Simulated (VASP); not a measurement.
# CsC2O2: single point with PBEsol

CsC2O2:

```xyz
5
Lattice="4.2680 0.0000 0.0000 -2.1340 3.6962 0.0000 0.0000 0.0000 6.6955" Properties=species:S:1:pos:R:3 pbc="T T T"
Cs    0.0000    0.0000    0.0000
C     0.0000    2.4641    4.3146
C     2.1340    1.2321    2.3809
O     0.0000    2.4641    1.7402
O     2.1340    1.2321    4.9553
```

```yaml
Program: VASP 6.6.1
Task: single point
Functional: PBEsol
Potentials_or_basis: VASP PAW PBE potentials, release 64 (Cs_sv, C, O)
Cutoff: 520 eV
k_mesh: 6 × 6 × 4
Occupations: gaussian, width 0.1 eV
Spin: no spin polarisation
Dipole_correction: no
Further_INCAR_settings: ALGO = Normal; EDIFF = 1e-06; NBANDS = 22
```

| Property | Result |
| --- | --- |
| Pressure | -12.3 GPa |
| Largest force | 1.929 eV/Å |

Forces in eV/Å, atoms in the order of the input:
```
Cs   0.000  0.000  0.000
C    0.000  0.000 -0.913
C    0.000  0.000  0.913
O    0.000  0.000  1.929
O    0.000  0.000 -1.929
```

Stress tensor (GPa, compression positive):
```
-13.10   0.00   0.00
  0.00 -13.10   0.00
  0.00   0.00 -10.80
```

Levels at points of the mesh, in eV from the Fermi level:
```tsv
k point	band 10	band 11	band 12	band 13	band 14	band 15	band 16	band 17	band 18	band 19
(0.00, 0.00, 0.00)	-2.54	-2.54	-1.96	-1.96	-1.73	0.35	0.35	0.37	0.64	0.64
(0.50, 0.00, 0.00)	-2.45	-2.44	-2.24	-2.12	-1.06	-0.28	0.44	0.65	0.84	0.89
(0.00, 0.00, 0.50)	-2.38	-2.16	-2.16	-2.07	-1.94	0.16	0.23	0.45	0.45	0.58
(0.50, 0.00, 0.50)	-2.77	-2.17	-2.02	-1.59	-1.46	0.05	0.12	0.45	0.79	0.91
```

Wall time 31 s on 1 thread of Intel(R) Xeon(R) 6975P-C (Granite Rapids), on a shared host, peak memory 0.24 GiB.

Caveat: the PAW data sets were made with another functional, which shifts forces and pressure a little; spin-orbit coupling is left out, which moves the levels of the heavy elements; an odd number of electrons without spin polarisation forces a metal; a magnetic or distorted state may lie lower.
